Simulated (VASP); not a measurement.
## AlAs: single point with PBE

Crystal: AlAs.

```
Al As
1.0
     0.00000    2.89946    2.89946
     2.89946    0.00000    2.89946
     2.89946    2.89946    0.00000
Al As
1 1
Cartesian
  0.0000 0.0000 0.0000
  1.4497 1.4497 1.4497
```

* Program: VASP 6.6.1
* Task: single point
* Functional: PBE
* Potentials or basis: VASP PAW PBE potentials, release 64 (Al, As)
* Cutoff: 500 eV
* k mesh: 6 × 6 × 6
* Occupations: methfessel-paxton, width 0.01 eV
* Spin: no spin polarisation

- Pressure: -2.1 GPa
- Band gap on the k mesh: 1.50 eV

Levels at points of the mesh, in eV from the valence-band top:
```tsv
k point	band 2	band 3	band 4	band 5	band 6	band 7
(0.00, 0.00, 0.00)	0.00	0.00	0.00	1.50	4.16	4.16
(0.50, 0.00, 0.00)	-5.27	-0.78	-0.78	1.88	4.62	4.62
(0.50, 0.50, 0.00)	-5.19	-2.02	-2.02	1.55	2.28	9.77
```

Wall time 4.6 s on 1 thread of Intel(R) Xeon(R) 6975P-C (Granite Rapids) (shared host), peak memory 0.16 GiB.

A k mesh can miss the band edges.
